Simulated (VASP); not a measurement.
Write the native input for VASP 6.6.1 that does the following.

```yaml
Task: single point
Functional: PBE
Potentials_or_basis: VASP PAW PBE potentials, release 64 (In_d, Sn_d, Ca_sv)
Cutoff: 520 eV
k_mesh: 5 × 5 × 1
Occupations: fermi-dirac, width 0.1 eV
Spin: no spin polarisation
Dipole_correction: no
Further_INCAR_settings: ALGO = Normal; EDIFF = 1e-06; NBANDS = 75
```

The structure of CaIn2Sn2 lies in POSCAR:

```
CaIn2Sn2
1.0
    4.2326080000      0.0000000000      0.0000000000
   -2.1163040000      3.6655500000      0.0000000000
    0.0000000000      0.0000000000     18.0866900000
In Sn Ca
4 4 2
Direct
    0.3333300000      0.6666700000      0.1719800000
    0.6666700000      0.3333300000      0.6719800000
    0.3333300000      0.6666700000      0.3280200000
    0.6666700000      0.3333300000      0.8280200000
    0.3333300000      0.6666700000      0.6036200000
    0.6666700000      0.3333300000      0.1036200000
    0.3333300000      0.6666700000      0.8963800000
    0.6666700000      0.3333300000      0.3963800000
    0.0000000000      0.0000000000      0.0000000000
    0.0000000000      0.0000000000      0.5000000000
```

The input as run:

INCAR

```
ALGO = Normal ; EDIFF = 1E-6
ENCUT = 520 ; GGA = PE
ISIF = 2 ; ISMEAR = -1
LASPH = T ; LCHARG = T
LELF = T ; LREAL = F
LVHAR = T ; LWAVE = F
NBANDS = 75 ; NELM = 80
PREC = Accurate ; SIGMA = 0.1
```

KPOINTS

```
k-points
0
Gamma
  5 5 1
```

Potentials or basis: VASP PAW PBE potentials, release 64 (In_d, Sn_d, Ca_sv).

Launch:

```console
$ cat potpaw_PBE.64/In_d/POTCAR potpaw_PBE.64/Sn_d/POTCAR potpaw_PBE.64/Ca_sv/POTCAR > POTCAR
$ mpirun -np 1 vasp_std > vasp.out
```

Results of the run:

```yaml
Pressure: 9.0 GPa
Largest_force: 0.783 eV/Å
Band_gap_on_the_k_mesh: zero (bands 64 and 65 overlap by 2.31 eV)
```

Caveat: the cell stands under pressure; spin-orbit coupling is left out, which moves the levels of the heavy elements.

Wall time 13 min on 1 thread of AMD EPYC 7571 (shared host), peak memory 0.42 GiB.
